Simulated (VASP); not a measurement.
A run of VASP 6.6.1 is set up as follows.

Contents of INCAR:

```
SYSTEM = MgO
PREC = Accurate
ENCUT = 520
EDIFF = 1E-6
ISMEAR = -1
SIGMA = 0.02
LREAL = .FALSE.
LASPH = .TRUE.
NELM = 100
ALGO = Normal
ISIF = 2
LWAVE = .FALSE.
LCHARG = .TRUE.
GGA = PE
LELF = .TRUE.
LVHAR = .TRUE.
NBANDS = 16
```

KPOINTS

```
regular mesh
0
G
  12 12 6
  0 0 0
```

The input POSCAR:

```
MgO
1.0
    3.2224528835      0.0000000000      0.0000000000
   -1.6112264418      2.7907260596      0.0000000000
    0.0000000000      0.0000000000      4.9336789493
Mg O
2 2
Direct
    0.3333333333      0.6666666667     -0.0104844903
    0.6666666667      0.3333333333      0.4895155097
    0.3333333333      0.6666666667      0.3854844903
    0.6666666667      0.3333333333      0.8854844903
```

Potentials or basis: VASP PAW PBE potentials, release 64 (Mg, O).

Launch:

```console
$ cat potpaw_PBE.64/Mg/POTCAR potpaw_PBE.64/O/POTCAR > POTCAR
$ mpirun -np 1 vasp_std > vasp.out
```

Q: Predict the band gap on the k mesh.

A: 3.88 eV, direct.

Q: What does it give for the pressure?

A: 12.5 GPa.

Forces on the atoms (eV/Å):
```
Mg   0.000  0.000 -0.014
Mg   0.000  0.000 -0.014
O    0.000  0.000  0.014
O    0.000  0.000  0.014
```

Caveat: the cell differs from its parent crystal (strain -2.0%). A k mesh can miss the band edges.
